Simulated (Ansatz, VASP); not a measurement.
## NiO: VASP beside Ansatz

The input INCAR:

```
PREC     = Accurate       # precision mode
ENCUT    = 520            # plane-wave cutoff, eV
EDIFF    = 1E-6           # SCF threshold, eV
ISMEAR   = -1             # smearing method
SIGMA    = 0.05           # smearing width, eV
LREAL    = False          # projectors in reciprocal space
LASPH    = True           # aspherical terms in the spheres
NELM     = 150            # most SCF steps
ALGO     = Normal         # electronic algorithm
ISIF     = 2              # what is computed and relaxed
LWAVE    = False          # write WAVECAR
LCHARG   = False          # write CHGCAR
ISPIN    = 2              # spin polarisation
MAGMOM   = 0.5 0          # initial moments
LORBIT   = 11             # projections on sites
NUPDOWN  = 0.5            # fixed moment
LMAXMIX  = 4              # l up to which the mixer works
GGA      = PE             # functional
NBANDS   = 19             # bands
```

The input KPOINTS:

```
regular mesh
0
Gamma
  9 9 9
```

File POSCAR:

```
NiO
1.0
    0.0000000000      2.0913095100      2.0913095100
    2.0913095100      0.0000000000      2.0913095100
    2.0913095100      2.0913095100      0.0000000000
Ni O
1 1
Direct
    0.0000000000      0.0000000000      0.0000000000
    0.5000000000      0.5000000000      0.5000000000
```

The input input.yaml:

```yaml
crystal:
  lattice:
    - [0.0, 2.09130951, 2.09130951]
    - [2.09130951, 0.0, 2.09130951]
    - [2.09130951, 2.09130951, 0.0]
  atoms:
    - { symbol: Ni, position: [0.0, 0.0, 0.0], spin: 0.5 }
    - { symbol: O, position: [0.5, 0.5, 0.5] }
hamiltonian:
  xc: pbe
  pseudopotentials: { kind: paw }
magnetization:
  spin_polarized: true
  initial_magnetization: 0.5
  spin_locking: { lock_magnetization: hard }
kpoints:
  mp_grid: { grid: [9, 9, 9] }
scf:
  occupations: { method: fermi_dirac, width: 0.05 }
  lower_state_search: "off"
output:
  forces: true
  stress: true
  eigenvalues: true
  write_density: true
  write_potential: true
  elf: true
  volumetric_format: npy
```

Alike in both runs: task single point; functional PBE; k mesh 9 × 9 × 9; occupations fermi-dirac, width 0.05 eV; collinear spin; fixed moment 0.5 μB.

```csv
,VASP,Ansatz
version,VASP 6.6.1,Ansatz 0.2.0
potentials or method,"VASP PAW PBE potentials, release 64 (Ni, O)",Ansatz PAW
plane-wave cutoff (eV),520,420
valence electrons in the cell,16,24
```

Ansatz gave:

* pressure (GPa): -2.6
* net moment per atom (μB): 0.25
* size of the moment on the site where the two differ most (μB): 0.43

Question: Estimate VASP's values.

Answer: Pressure (GPa): -2.5; net moment per atom (μB): 0.25; size of the moment on the site where the two differ most (μB): 0.43.

Site moments also hang on the region over which each program counts them. With one functional, cell and mesh, what is left measures potentials, basis and numerics. VASP's potentials hold 16 valence electrons a cell and Ansatz's 24, so a difference there can come from the potentials and not from the codes.
